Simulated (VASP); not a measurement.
Hf, 2 atoms in the cell. The structure is hexagonal, space group P6_3/mmc (No. 194). The conventional cell has a = 3.222 Å, b = 3.222 Å, c = 5.098 Å, α = 90.00°, β = 90.00°, γ = 120.00°. Hf (site symmetry -6m2) has 12 Hf at 3.16 to 3.22 Å within 4.2 Å. 

- Program: VASP 6.6.1
- Task: single point
- Functional: PBE
- Potentials or basis: VASP PAW PBE potentials, release 64 (Hf_pv)
- Cutoff: 520 eV
- k mesh: 14 × 14 × 8
- Occupations: fermi-dirac, width 0.1 eV
- Spin: no spin polarisation
- Dipole correction: no
- Further INCAR settings: ALGO = Normal; EDIFF = 1e-07; NBANDS = 17

Potentials or basis: VASP PAW PBE potentials, release 64 (Hf_pv).

Command:

```bash
$ cat potpaw_PBE.64/Hf_pv/POTCAR > POTCAR
$ mpirun -np 1 vasp_std > vasp.out
```

Hardware: 1 thread of Intel Xeon 8259CL (shared host).

Problem. How long does it take, and how much memory?

Solution. Wall time 2.2 min on 1 thread of Intel Xeon 8259CL, with other jobs on the host, peak memory 0.19 GiB. Counts: scf iterations 13, k points 120.
